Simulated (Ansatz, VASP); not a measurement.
# BN in VASP and in Ansatz

File INCAR:

```
SYSTEM = BN
ALGO     = Normal         ! electronic algorithm
EDIFF    = 1E-6           ! SCF threshold, eV
ENCUT    = 520            ! plane-wave cutoff, eV
GGA      = PE             ! functional
ISIF     = 2              ! what is computed and relaxed
ISMEAR   = 0              ! smearing method
LASPH    = .TRUE.         ! aspherical terms in the spheres
LCHARG   = .FALSE.        ! write CHGCAR
LREAL    = .FALSE.        ! projectors in reciprocal space
LWAVE    = .FALSE.        ! write WAVECAR
NBANDS   = 11             ! bands
NELM     = 80             ! most SCF steps
PREC     = Accurate       ! precision mode
SIGMA    = 0.02           ! smearing width, eV
```

File KPOINTS:

```
k-points
0
G
  1 1 1
  0 0 0
```

Contents of POSCAR:

```
BN
1.0
    0.0073251431      3.4541645643      2.1020294116
    1.2467226660     -0.0410427613      2.1724908007
    1.2440463538      3.4968720181     -0.0646822500
B N
1 1
Direct
    0.0062647093     -0.0078147471      0.9996584586
    0.6823088083      0.6481888848      0.3349314075
```

Input for Ansatz:

```yaml
crystal:
  lattice:
    - [0.0073251431, 3.4541645643, 2.1020294116]
    - [1.246722666, -0.0410427613, 2.1724908007]
    - [1.2440463538, 3.4968720181, -0.06468225]
  atoms:
    - { symbol: B, position: [0.0062647093, -0.0078147471, 0.9996584586] }
    - { symbol: "N", position: [0.6823088083, 0.6481888848, 0.3349314075] }
basis:
  ecutwfc: 420
kpoints:
  mp_grid: { grid: [1, 1, 1] }
hamiltonian:
  xc: pbe
scf:
  occupations: { method: gaussian, width: 0.02 }
output:
  forces: true
  stress: true
  eigenvalues: true
```

Change from the starting cell: kmesh displaced: [1, 1, 1] Gamma-centred.

Alike in both runs: task single point; functional PBE; k mesh 1 × 1 × 1; occupations gaussian, width 0.02 eV; no spin polarisation.

|  | VASP | Ansatz |
| --- | --- | --- |
| version | VASP 6.6.1 | Ansatz 0.2.0 |
| potentials or method | VASP PAW PBE potentials, release 64 (B, N), cutoff 520 eV | scalar-relativistic, plane waves, PAW |
| valence electrons in the cell | 8 | 8 |

```csv
,VASP,Ansatz,Ansatz less VASP
gap on the k mesh at the Fermi level (eV),4.79,4.79,+0.004
least direct gap on the mesh (eV),4.79,4.79,+0.004
rms of the force components (eV/Å),0.867,0.867,+0.0004
```

Atom by atom the forces differ by 0.002 eV/Å (rms over components). With one functional, cell and mesh, what is left measures potentials, basis and numerics.

The k mesh is coarse, so the values compare programs but aren't converged.
